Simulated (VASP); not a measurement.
TiC, 2 atoms in the cell. It takes space group I4/mmm (No. 139, tetragonal). Conventional cell: a = 3.011 Å, b = 3.011 Å, c = 4.471 Å, α = 90.00°, β = 90.00°, γ = 90.00°. Ti (site symmetry 4/mmm) has 6 C at 2.13 to 2.24 Å within 2.8 Å. C (site symmetry 4/mmm) has 6 Ti at 2.13 to 2.24 Å within 2.8 Å.  This cell differs from its parent crystal: ratio of the length along z to the lengths across it x 1.05, volume and fractional coordinates fixed.

- Program: VASP 6.6.1
- Task: single point
- Functional: PBEsol
- Potentials or basis: VASP PAW PBE potentials, release 64 (Ti_sv, C)
- Cutoff: 520 eV
- k mesh: 20 × 20 × 20
- Occupations: methfessel-paxton, width 0.1 eV
- Spin: no spin polarisation
- Dipole correction: no
- Further INCAR settings: ALGO = Normal; EDIFF = 1e-06; NBANDS = 15

Potentials or basis: VASP PAW PBE potentials, release 64 (Ti_sv, C).

Run with:

```sh
$ cat potpaw_PBE.64/Ti_sv/POTCAR potpaw_PBE.64/C/POTCAR > POTCAR
$ mpirun -np 1 vasp_std > vasp.out
```

Hardware: 1 thread of Intel(R) Xeon(R) Platinum 8259CL CPU @ 2.50GHz (Skylake/Cascade Lake), on a shared host.

**Question.** Estimate the wall time of this run.

**Answer.** Wall time 110 s on 1 thread of Intel(R) Xeon(R) Platinum 8259CL CPU @ 2.50GHz (Skylake/Cascade Lake), on a shared host, peak memory 0.3 GiB. Counts: scf iterations 14, k points 641.
